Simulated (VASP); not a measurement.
Write the native input for VASP 6.6.1 that does the following.

```yaml
Task: single point
Functional: PBE
Dispersion: D3(BJ)
Potentials_or_basis: VASP PAW PBE potentials, release 64 (P)
Cutoff: 520 eV
k_mesh: 18 × 18 × 18
Occupations: gaussian, width 0.05 eV
Spin: no spin polarisation
Dipole_correction: no
Further_INCAR_settings: ALGO = Normal; EDIFF = 1e-07; NBANDS = 12
```

The structure of P lies in POSCAR:

```
P
1.0
    1.5828418101      0.9138541451      2.5850808797
   -1.5828418101      0.9138541451      2.5850808797
    0.0000000000     -1.8277082903      2.5850808796
P
2
Direct
    0.2499281154      0.2499281154      0.2499281154
    0.7500718846      0.7500718846      0.7500718846
```

This isn't the form of P at room conditions, which is orthorhombic.

These files were run (other wordings do the same):

INCAR

```
SYSTEM = P
  PREC = Accurate
  ENCUT = 520
  EDIFF = 1E-7
  ISMEAR = 0
  SIGMA = 0.05
  LREAL = .False.
  LASPH = .True.
  NELM = 60
  ALGO = Normal
  ISIF = 2
  LWAVE = .False.
  LCHARG = .False.
  GGA = PE
  IVDW = 12
  NBANDS = 12
```

KPOINTS

```
Automatic mesh
0
Gamma
  18 18 18
  0 0 0
```

Potentials or basis: VASP PAW PBE potentials, release 64 (P).

The run is started by

```console
$ cat potpaw_PBE.64/P/POTCAR > POTCAR
$ mpirun -np 1 vasp_std > vasp.out
```

Results of the run:

```yaml
Pressure: 43.9 GPa
Largest_force: 0.006 eV/Å
Band_gap_on_the_k_mesh: zero (bands 5 and 6 overlap by 4.69 eV)
Dispersion_energy_per_atom: -0.630 eV
```

Caveat: the cell stands under pressure.

It took 51 s on 1 thread of AMD EPYC 9R45 96-Core Processor (Zen 5), on a shared host, peak memory 0.21 GiB.
